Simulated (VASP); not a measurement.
Here is a VASP 6.6.1 calculation.

File INCAR:

```
  PREC = Accurate
  ENCUT = 520
  EDIFF = 1E-6
  ISMEAR = -1
  SIGMA = 0.05
  LREAL = F
  LASPH = T
  NELM = 80
  ALGO = Normal
  ISIF = 2
  LWAVE = F
  LCHARG = F
  GGA = PE
  NBANDS = 20
```

File KPOINTS:

```
Automatic mesh
0
Gamma
  10 10 3
```

Contents of POSCAR:

```
WS2
1.0
    2.5917300000      0.0000000000      0.0000000000
    0.0000000000      2.5917300000      0.0000000000
    0.0000000000      0.0000000000      9.2341700000
W S
1 2
Direct
    0.5000000000      0.5000000000      0.5000000000
    0.5000000000      0.5000000000      0.7656600000
    0.5000000000      0.5000000000      0.2343400000
```

Potentials or basis: VASP PAW PBE potentials, release 64 (W_sv, S).

The run is started by

```sh
$ cat potpaw_PBE.64/W_sv/POTCAR potpaw_PBE.64/S/POTCAR > POTCAR
$ mpirun -np 1 vasp_std > vasp.out
```

(1) What does it give for the largest force?

(2) What does it give for the pressure?

(3) What does it give for the band gap on the k mesh?

Results:

(1) 0.046 eV/Å.

(2) 0.8 GPa.

(3) zero (band 13 reaches 7.92 eV, above the bottom of band 14 at 4.17 eV).

Caveat: spin-orbit coupling is left out, which moves the levels of the heavy elements; this functional lacks dispersion, which binds the layers, so the pressure and a relaxed spacing across them are unreliable.
